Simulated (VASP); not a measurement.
Wanted: the native input for a VASP 6.6.1 run.

```
Task                               : single point
Functional                         : HF
Potentials or basis                : VASP PAW PBE potentials, release 64 (Fe)
Cutoff                             : 520 eV
k mesh                             : 7 × 7 × 7
Occupations                        : fermi-dirac, width 0.05 eV
Spin                               : collinear spin, ferromagnetic start
Starting moments                   : [3.0] μB
Dipole correction                  : no
Grid for exact exchange (PRECFOCK) : Normal
Further INCAR settings             : ALGO = Normal; EDIFF = 1e-06; NBANDS = 14
Share of exact exchange            : 1
```

Fe:

```
CELL_PARAMETERS angstrom
-1.46199 1.46199 1.46199
1.46199 -1.46199 1.46199
1.46199 1.46199 -1.46199
ATOMIC_POSITIONS crystal
Fe 0.00000 0.00000 0.00000
```

One way to write it, as run:

POSCAR

```
Fe
1.0
   -1.4619890197      1.4619890197      1.4619890197
    1.4619890197     -1.4619890197      1.4619890197
    1.4619890197      1.4619890197     -1.4619890197
Fe
1
Direct
    0.0000000000      0.0000000000      0.0000000000
```

INCAR.step1

```
SYSTEM = Fe
  PREC = Accurate
  ENCUT = 520
  EDIFF = 1E-5
  ISMEAR = -1
  SIGMA = 0.05
  LREAL = .FALSE.
  LASPH = .TRUE.
  NELM = 150
  ALGO = Normal
  ISIF = 2
  LWAVE = .TRUE.
  LCHARG = .FALSE.
  ISPIN = 2
  MAGMOM = 3
  LORBIT = 11
  LMAXMIX = 4
  GGA = PE
  NBANDS = 14
```

INCAR.step2

```
SYSTEM = Fe
  PREC = Accurate
  ENCUT = 520
  EDIFF = 1E-6
  ISMEAR = -1
  SIGMA = 0.05
  LREAL = .FALSE.
  LASPH = .TRUE.
  NELM = 150
  ALGO = Normal
  ISIF = 2
  LWAVE = .FALSE.
  LCHARG = .FALSE.
  ISPIN = 2
  MAGMOM = 3
  LORBIT = 11
  LMAXMIX = 4
  GGA = PE
  LHFCALC = .TRUE.
  AEXX = 1.0
  ALDAC = 0.0
  AGGAC = 0.0
  PRECFOCK = Normal
  ISTART = 1
  NBANDS = 14
```

KPOINTS

```
Automatic mesh
0
G
  7 7 7
  0 0 0
```

Potentials or basis: VASP PAW PBE potentials, release 64 (Fe).

The run is started by

```console
$ cat potpaw_PBE.64/Fe/POTCAR > POTCAR
$ cp INCAR.step1 INCAR
$ mpirun -np 1 vasp_std > vasp.out
$ cp INCAR.step2 INCAR
$ mpirun -np 1 vasp_std > vasp.out
```

Results of the run:

```
Pressure                                              : 38.0 GPa
Net moment                                            : 3.17 μB per cell
Site moments                                          : Fe +3.34 μB
Valence electrons inside the program's atomic spheres : Fe 7.16
```

Caveat: the k points lie up to 0.43 Å⁻¹ apart; the PAW data sets were made with another functional, which shifts forces and pressure a little.

Run time: 28 min on 1 thread of Intel(R) Xeon(R) Platinum 8488C (Sapphire Rapids), with other jobs on the host, peak memory 0.15 GiB.
